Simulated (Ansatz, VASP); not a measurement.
**One calculation of LiCl, two programs**

```
Li Cl
1.0
     3.92891    0.00000    0.00000
    -1.96446    3.40254    0.00000
     0.00000    0.00000    6.28361
Li Cl
2 2
Direct
  0.33333 0.66667 0.81557
  0.66667 0.33333 0.31557
  0.66667 0.33333 0.93448
  0.33333 0.66667 0.43448
```

Change from the starting cell: the structure that the rattled cell fell into.

Alike in both runs: functional PBE; k mesh 6 × 6 × 4; occupations gaussian, width 0.02 eV; no spin polarisation.

Ansatz relaxed the structure, and its values are those at the end. VASP's run is a single point on that final structure, the one shown.

|  | VASP | Ansatz |
| --- | --- | --- |
| version | VASP 6.6.1 | Ansatz 0.2.0 |
| potentials or method | VASP PAW PBE potentials, release 64 (Li_sv, Cl), cutoff 520 eV | scalar-relativistic, plane waves, PAW |
| valence electrons in the cell | 20 | 20 |

```csv
,VASP,Ansatz,Ansatz less VASP
gap on the k mesh at the Fermi level (eV),5.94,5.93,-0.006
least direct gap on the mesh (eV),5.94,5.93,-0.006
```

Noted on VASP's run: the cutoff is under 1.25 times that of the potentials, so the pressure is a little rough.
